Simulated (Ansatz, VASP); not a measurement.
## One calculation of ZnSnN2, two programs

Contents of INCAR:

```
SYSTEM = ZnSnN2
  ALGO = Normal
  EDIFF = 1E-6
  ENCUT = 520
  GGA = PS
  ISIF = 2
  ISMEAR = -1
  LASPH = .TRUE.
  LCHARG = .FALSE.
  LREAL = .FALSE.
  LWAVE = .FALSE.
  NBANDS = 26
  NELM = 60
  PREC = Accurate
  SIGMA = 0.02
```

File KPOINTS:

```
k-points
0
G
  6 6 4
  0 0 0
```

The input POSCAR:

```
ZnSnN2
1.0
    3.3820201408      0.0000000000      0.0000000000
    0.0000000000      3.3820201408      0.0000000000
    0.0000000000      0.0000000000      4.6996405323
Zn N Sn
1 2 1
Direct
    0.0000000000      0.0000000000      0.0000000000
    0.0000000000      0.5000000000      0.2448435869
    0.5000000000      0.0000000000      0.7551564131
    0.5000000000      0.5000000000      0.5000000000
```

Input for Ansatz:

```yaml
crystal:
  lattice:
    - [3.3820201408, 0.0, 0.0]
    - [0.0, 3.3820201408, 0.0]
    - [0.0, 0.0, 4.6996405323]
  atoms:
    - { symbol: Zn, position: [0.0, 0.0, 0.0] }
    - { symbol: "N", position: [0.0, 0.5, 0.2448435869] }
    - { symbol: Sn, position: [0.5, 0.5, 0.5] }
    - { symbol: "N", position: [0.5, 0.0, 0.7551564131] }
kpoints:
  mp_grid: { grid: [6, 6, 4] }
hamiltonian:
  xc: pbesol
scf:
  occupations: { method: fermi_dirac, width: 0.02 }
  n_extra_bands: 5
output:
  forces: true
  stress: true
  eigenvalues: true
```

Alike in both runs: task single point; functional PBEsol; k mesh 6 × 6 × 4; occupations fermi-dirac, width 0.02 eV; no spin polarisation.

```csv
,VASP,Ansatz
version,VASP 6.6.1,Ansatz 0.2.0
potentials or method,"VASP PAW PBE potentials, release 64 (Zn, N, Sn_d)","plane waves, PAW"
plane-wave cutoff (eV),520,420
valence electrons in the cell,36,36
```

Ansatz gave:

* pressure (GPa): -0.6
* rms of the force components (eV/Å): 0.074

**Question.** Estimate VASP's values.

**Answer.** Pressure (GPa): -0.3; rms of the force components (eV/Å): 0.065.

VASP's potentials were made for PBE, not for PBEsol.
